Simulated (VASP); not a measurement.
Input of a VASP 6.6.1 run:

POSCAR

```
InAs
1.0
    0.0000000000      2.9977443561      2.9977443561
    2.9977443561      0.0000000000      2.9977443561
    2.9977443561      2.9977443561      0.0000000000
In As
1 1
Direct
    0.0000000000      0.0000000000      0.0000000000
    0.7500000000      0.7500000000      0.7500000000
```

The input INCAR.step1:

```
SYSTEM = InAs
PREC = Accurate
ENCUT = 440
EDIFF = 1E-5
ISMEAR = -1
SIGMA = 0.05
LREAL = .False.
LASPH = .True.
NELM = 120
ALGO = Normal
ISIF = 2
LWAVE = .True.
NBANDS = 21
GGA = PE
GGA_COMPAT = .False.
```

INCAR.step2

```
SYSTEM = InAs
PREC = Accurate
ENCUT = 440
EDIFF = 1E-6
ISMEAR = -1
SIGMA = 0.05
LREAL = .False.
LASPH = .True.
NELM = 120
ALGO = Normal
ISIF = 2
LWAVE = .False.
LCHARG = .True.
METAGGA = R2SCAN
LHFCALC = .True.
AEXX = 0.25
LMIXTAU = .True.
PRECFOCK = Normal
LELF = .True.
LVHAR = .True.
NBANDS = 21
ISTART = 1
GGA_COMPAT = .False.
```

The input KPOINTS:

```
regular mesh
0
Gamma
  4 4 4
  0 0 0
```

Potentials or basis: VASP PAW PBE potentials, release 64 (In_d, As_d).

Command:

```sh
$ cat potpaw_PBE.64/In_d/POTCAR potpaw_PBE.64/As_d/POTCAR > POTCAR
$ cp INCAR.step1 INCAR
$ mpirun -np 1 vasp_std > vasp.out
$ cp INCAR.step2 INCAR
$ mpirun -np 1 vasp_std > vasp.out
```

Question: What does it give for the band gap on the k mesh?

Answer: 1.68 eV.

Question: What does it give for the pressure?

Answer: 2.6 GPa.

Caveat: the k points lie up to 0.45 Å⁻¹ apart; the PAW data sets were made with another functional, which shifts forces and pressure a little; spin-orbit coupling is left out, which moves the levels of the heavy elements.
